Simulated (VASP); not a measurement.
Input of a VASP 6.6.1 run:

File INCAR:

```
SYSTEM = Mg3SeS2
PREC = Accurate
ENCUT = 600
EDIFF = 1E-6
ISMEAR = 0
SIGMA = 0.1
LREAL = .FALSE.
LASPH = .TRUE.
NELM = 80
ALGO = Normal
ISIF = 3
LWAVE = .FALSE.
LCHARG = .FALSE.
GGA = PE
IBRION = 2
NSW = 90
EDIFFG = -0.04
```

KPOINTS

```
regular mesh
0
G
  6 6 4
  0 0 0
```

The input POSCAR:

```
Mg3SeS2
1.0
    5.5480748000      0.0000000000      0.0000000000
   -2.7740374000      4.8047737200      0.0000000000
    0.0000000000      0.0000000000      4.9960716700
Mg Se S
3 1 2
Direct
    0.5000000000      0.0000000000      0.5000000000
    0.0000000000      0.5000000000      0.5000000000
    0.5000000000      0.5000000000      0.5000000000
    0.0000000000      0.0000000000      0.5000000000
    0.3333333300      0.6666666700      0.0000000000
    0.6666666700      0.3333333300      0.0000000000
```

Potentials or basis: VASP PAW PBE potentials, release 64 (Mg, Se, S).

Launch:

```console
$ cat potpaw_PBE.64/Mg/POTCAR potpaw_PBE.64/Se/POTCAR potpaw_PBE.64/S/POTCAR > POTCAR
$ mpirun -np 1 vasp_std > vasp.out
```

(1) Predict the relaxed cell.

(2) Estimate the space group after relaxing (to 0.1 Å).

(3) Predict the band gap on the k mesh.

(4) Estimate the relaxed volume.

## Answers

(1) a = 6.274 Å, b = 6.274 Å, c = 3.564 Å, α = 90.00°, β = 90.00°, γ = 120.00°.

(2) P6/mmm (No. 191).

(3) zero (bands 12 and 13 overlap by 0.54 eV).

(4) 20.25 Å³/atom.

Caveat: semilocal functionals underestimate gaps, so a narrow gap can read as zero; a cell axis changed by over 15 % at a fixed basis, so the end point is rough.
